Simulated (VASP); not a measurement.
Set up this calculation in VASP 6.6.1, as the native input.

| Property | Result |
| --- | --- |
| Task | single point |
| Functional | PBEsol |
| Potentials or basis | VASP PAW PBE potentials, release 64 (Ta_pv) |
| Cutoff | 520 eV |
| k mesh | 12 × 12 × 12 |
| Occupations | fermi-dirac, width 0.05 eV |
| Spin | no spin polarisation |
| Dipole correction | no |
| Further INCAR settings | ALGO = Normal; EDIFF = 1e-06; NBANDS = 12 |

The structure of Ta lies in POSCAR:

```
Ta
1.0
   -1.6060164770      1.6060164770      1.6060164770
    1.6060164770     -1.6060164770      1.6060164770
    1.6060164770      1.6060164770     -1.6060164770
Ta
1
Direct
    0.0000000000      0.0000000000      0.0000000000
```

These files were run (other wordings do the same):

INCAR

```
SYSTEM = Ta
PREC = Accurate
ENCUT = 520
EDIFF = 1E-6
ISMEAR = -1
SIGMA = 0.05
LREAL = .False.
LASPH = .True.
NELM = 60
ALGO = Normal
ISIF = 2
LWAVE = .False.
LCHARG = .False.
GGA = PS
NBANDS = 12
```

KPOINTS

```
regular mesh
0
Gamma
  12 12 12
  0 0 0
```

Potentials or basis: VASP PAW PBE potentials, release 64 (Ta_pv).

Launch:

```console
$ cat potpaw_PBE.64/Ta_pv/POTCAR > POTCAR
$ mpirun -np 1 vasp_std > vasp.out
```

It gave:

```
Pressure : 13.8 GPa
```

Caveat: the PAW data sets were made with another functional, which shifts forces and pressure a little.

Run time: 13 s on 1 thread of Intel Xeon 8259CL (shared host), peak memory 0.15 GiB.
